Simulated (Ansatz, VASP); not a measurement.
Two plane-wave programs on ZrC

File INCAR:

```
PREC = Accurate
ENCUT = 520
EDIFF = 1E-6
ISMEAR = 0
SIGMA = 0.05
LREAL = False
LASPH = True
NELM = 80
ALGO = Normal
ISIF = 2
LWAVE = False
LCHARG = False
GGA = RE
IVDW = 13
NBANDS = 15
```

KPOINTS

```
regular mesh
0
Gamma
  8 8 8
```

The input POSCAR:

```
ZrC
1.0
    0.0000000000      2.3502127467      2.3502127467
    2.3502127467      0.0000000000      2.3502127467
    2.3502127467      2.3502127467      0.0000000000
Zr C
1 1
Direct
    0.5000000000      0.5000000000      0.5000000000
    0.0000000000      0.0000000000      0.0000000000
```

Input for Ansatz:

```yaml
crystal:
  lattice:
    - [0.0, 2.3502127467, 2.3502127467]
    - [2.3502127467, 0.0, 2.3502127467]
    - [2.3502127467, 2.3502127467, 0.0]
  atoms:
    - { symbol: Zr, position: [0.5, 0.5, 0.5] }
    - { symbol: C, position: [0.0, 0.0, 0.0] }
basis:
  ecutwfc: 420
  ecutrho_ratio: 4
kpoints:
  mp_grid: { grid: [8, 8, 8] }
hamiltonian:
  xc: revpbe
  dispersion: d4
scf:
  occupations: { method: gaussian, width: 0.05 }
output:
  forces: true
  stress: true
  eigenvalues: true
```

Alike in both runs: task single point; functional revPBE; dispersion D4; k mesh 8 × 8 × 8; occupations gaussian, width 0.05 eV; no spin polarisation.

|  | VASP | Ansatz |
| --- | --- | --- |
| version | VASP 6.6.1 | Ansatz 0.2.0 |
| potentials or method | VASP PAW PBE potentials, release 64 (Zr_sv, C), cutoff 520 eV | scalar-relativistic, plane waves, PAW |
| valence electrons in the cell | 16 | 16 |

Ansatz gave:

- gap on the k mesh at the Fermi level (eV): none
- pressure (GPa): -2.7

Question: Estimate VASP's values.

Answer: gap on the k mesh at the Fermi level (eV): none; pressure (GPa): -2.5.

VASP's potentials were made for PBE, not for revPBE. A gap of «none» marks a metal or a gap that the smearing closes.
